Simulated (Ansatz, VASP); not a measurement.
## AlN: VASP beside Ansatz

```
Al N
1.0
     3.28418    0.00000    0.00000
    -1.64209    2.84419    0.00000
     0.00000    0.00000    4.46684
Al N
2 2
Direct
  0.33333 0.66667 0.00000
  0.66667 0.33333 0.50000
  0.33333 0.66667 0.38500
  0.66667 0.33333 0.88500
```

Alike in both runs: task single point; functional PBE; k mesh 9 × 9 × 6; occupations gaussian, width 0.05 eV; no spin polarisation.

```csv
,VASP,Ansatz
version,VASP 6.6.1,Ansatz 0.2.0
potentials or method,"VASP PAW PBE potentials, release 64 (Al, N), cutoff 520 eV","scalar-relativistic, plane waves, PAW"
valence electrons in the cell,16,16
```

VASP gave:

- gap on the k mesh at the Fermi level (eV): 3.77
- least direct gap on the mesh (eV): 3.77
- pressure (GPa): 8.6
- traceless stress, the component that is largest in VASP (GPa): 44.91
- rms of the force components (eV/Å): 1.862

Problem. What did Ansatz give for the same quantities?

Solution. gap on the k mesh at the Fermi level (eV): 3.76; least direct gap on the mesh (eV): 3.76; pressure (GPa): 8.7; traceless stress, the component that is largest in VASP (GPa): 44.47; rms of the force components (eV/Å): 1.848.

Atom by atom the forces differ by 0.015 eV/Å (rms over components).
